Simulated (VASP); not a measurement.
Be, 2 atoms in the cell. Symmetry: P6_3/mmc, No. 194, hexagonal system. The conventional cell has a = 2.236 Å, b = 2.236 Å, c = 3.535 Å, α = 90.00°, β = 90.00°, γ = 120.00°. Be (site symmetry -6m2) has 12 Be at 2.19 to 2.24 Å within 2.9 Å. 

| Property | Result |
| --- | --- |
| Program | VASP 6.6.1 |
| Task | relaxation of shape and atoms at fixed volume |
| Functional | PBE |
| Dispersion | D3(BJ) |
| Potentials or basis | VASP PAW PBE potentials, release 64 (Be) |
| Cutoff | 600 eV |
| k mesh | 21 × 21 × 12 |
| Occupations | gaussian, width 0.1 eV |
| Spin | no spin polarisation |
| Dipole correction | no |
| Further INCAR settings | ALGO = Fast; EDIFF = 1e-06; IBRION = 2; EDIFFG = -0.01; NSW = 50; ISIF = 4 |

Potentials or basis: VASP PAW PBE potentials, release 64 (Be).

Run with:

```console
$ cat potpaw_PBE.64/Be/POTCAR > POTCAR
$ mpirun -np 1 vasp_std > vasp.out
```

Hardware: 1 thread of Intel Xeon 8259CL, with other jobs on the host.

Q: Estimate the wall time of this run.

A: Wall time 50 s on 1 thread of Intel Xeon 8259CL (shared host), peak memory 0.16 GiB. Counts: scf iterations 13, k points 336, ion steps 2.
